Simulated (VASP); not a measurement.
A run of VASP 6.6.1 is set up as follows.

INCAR

```
  ALGO = Normal
  EDIFF = 1E-6
  ENCUT = 520
  GGA = PE
  ISIF = 2
  ISMEAR = 0
  ISPIN = 2
  LASPH = T
  LCHARG = F
  LMAXMIX = 4
  LORBIT = 11
  LREAL = F
  LWAVE = F
  MAGMOM = 1 0 0 0 0
  NBANDS = 34
  NELM = 150
  PREC = Accurate
  SIGMA = 0.1
```

KPOINTS

```
k-points
0
Gamma
  4 4 4
```

The input POSCAR:

```
TiWSe3
1.0
    4.9457184627      0.0000000000      0.0000000000
    0.0000000000      4.9457184627      0.0000000000
    0.0000000000      0.0000000000      4.9457184627
Ti W Se
1 1 3
Direct
    0.0000000000      0.0000000000      0.0000000000
    0.5000000000      0.5000000000      0.5000000000
    0.0000000000      0.5000000000      0.5000000000
    0.5000000000      0.5000000000      0.0000000000
    0.5000000000      0.0000000000      0.5000000000
```

Potentials or basis: VASP PAW PBE potentials, release 64 (Ti_sv, W_sv, Se).

Launch:

```bash
$ cat potpaw_PBE.64/Ti_sv/POTCAR potpaw_PBE.64/W_sv/POTCAR potpaw_PBE.64/Se/POTCAR > POTCAR
$ mpirun -np 1 vasp_std > vasp.out
```

(1) Predict the net moment.

(2) Estimate the pressure.

(3) What does it give for the site moments?

Results:

(1) 0.85 μB per cell.

(2) -1.1 GPa.

(3) Ti +0.11; W +0.47; Se +0.03 μB.
